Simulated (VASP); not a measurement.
A run of VASP 6.6.1 is set up as follows.

File INCAR:

```
ALGO = Normal
EDIFF = 1E-7
ENCUT = 520
GGA = PE
ISIF = 2
ISMEAR = -1
LASPH = T
LCHARG = T
LELF = T
LREAL = F
LVHAR = T
LWAVE = F
NBANDS = 26
NELM = 100
PREC = Accurate
SIGMA = 0.02
```

KPOINTS

```
k-points
0
Gamma
  12 12 6
```

Contents of POSCAR:

```
GaN
1.0
    2.9672035378      0.0000000000      0.0000000000
   -1.4836017689      2.5696736419      0.0000000000
    0.0000000000      0.0000000000      4.8628126368
Ga N
2 2
Direct
    0.0000000000      0.0000000000      0.0000000000
    0.0000000000      0.0000000000      0.5000000000
    0.3333333333      0.6666666667      0.2500000000
    0.6666666667      0.3333333333      0.7500000000
```

Potentials or basis: VASP PAW PBE potentials, release 64 (Ga_d, N).

The run is started by

```console
$ cat potpaw_PBE.64/Ga_d/POTCAR potpaw_PBE.64/N/POTCAR > POTCAR
$ mpirun -np 1 vasp_std > vasp.out
```

Task: Estimate the band gap on the k mesh.

Result: 1.83 eV (least direct gap 2.31 eV).

Task: Predict the pressure.

Result: 19.1 GPa.

Stress tensor (GPa, compression positive):
```
11.56  0.00  0.00
 0.00 11.56  0.00
 0.00  0.00 34.13
```

Caveat: the cell differs from its parent crystal (uniaxial z strain -3.4%); the cell stands under pressure. A k mesh can miss the band edges.
